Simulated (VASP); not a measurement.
Set up this calculation in VASP 6.6.1, as the native input.

```
Task                   : single point
Functional             : PBE
Potentials or basis    : VASP PAW PBE potentials, release 64 (Ga_d, Sb, As)
Cutoff                 : 520 eV
k mesh                 : 12 × 12 × 4
Occupations            : gaussian, width 0.1 eV
Spin                   : no spin polarisation
Dipole correction      : no
Further INCAR settings : ALGO = Normal; EDIFF = 1e-07; NBANDS = 46
```

The structure of Ga4SbAs3 lies in POSCAR:

```
Ga4SbAs3
1.0
    4.1351523809      0.0000000000      0.0000000000
   -2.0675761904      3.5811470104      0.0000000000
    0.0000000000      0.0000000000     13.6398928310
Ga Sb As
4 1 3
Direct
    0.3333333333      0.6666666667      0.5034762366
    0.3333333333      0.6666666667      0.9891085571
    0.6666666667      0.3333333333      0.2617372508
    0.6666666667      0.3333333333      0.7462035888
    0.3333333333      0.6666666667      0.1862395248
    0.3333333333      0.6666666667      0.6870475493
    0.6666666667      0.3333333333      0.4441840884
    0.6666666667      0.3333333333      0.9300031643
```

The input as run:

INCAR

```
SYSTEM = Ga4SbAs3
ALGO = Normal
EDIFF = 1E-7
ENCUT = 520
GGA = PE
ISIF = 2
ISMEAR = 0
LASPH = .TRUE.
LCHARG = .FALSE.
LREAL = .FALSE.
LWAVE = .FALSE.
NBANDS = 46
NELM = 60
PREC = Accurate
SIGMA = 0.1
```

KPOINTS

```
k-points
0
G
  12 12 4
  0 0 0
```

Potentials or basis: VASP PAW PBE potentials, release 64 (Ga_d, Sb, As).

Run with:

```console
$ cat potpaw_PBE.64/Ga_d/POTCAR potpaw_PBE.64/Sb/POTCAR potpaw_PBE.64/As/POTCAR > POTCAR
$ mpirun -np 1 vasp_std > vasp.out
```

Results of the run:

```yaml
Pressure: 0.1 GPa
Largest_force: 0.004 eV/Å
Band_gap_on_the_k_mesh: zero (bands 36 and 37 overlap by 0.02 eV)
```

Caveat: semilocal functionals underestimate gaps, so a narrow gap can read as zero; spin-orbit coupling is left out, which moves the levels of the heavy elements.

Run time: 7.4 min on 1 thread of AMD EPYC 9R45 96-Core Processor (Zen 5), with other jobs on the host, peak memory 0.66 GiB.
